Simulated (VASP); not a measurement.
Runs of VASP 6.6.1 on Si. The structure is that of space group Fd-3m (No. 227), or close to it. The cells are those of the table. 

```csv
cell,gap on the mesh (eV),pressure (GPa)
"a = 3.820, b = 3.820, c = 5.402 Å, 4 atoms",0.44,(a)
"a = 3.820, b = 3.820, c = 5.654 Å, 4 atoms",0.28,-4.0
"a = 3.820, b = 3.820, c = 5.527 Å, 4 atoms",0.37,-2.1
"a = 3.820, b = 3.820, c = 5.276 Å, 4 atoms",(b),2.5
```

Alike in all rows: task single point; level LDA; potentials or basis VASP PAW LDA potentials, release 64 (Si); no spin polarisation; k mesh 10 × 10 × 6; cutoff (eV) 520; smearing gaussian 0.05 eV.

Task: Fill in the values left out.

Result: (a) 0.1; (b) 0.18.

A k mesh can miss the band edges.
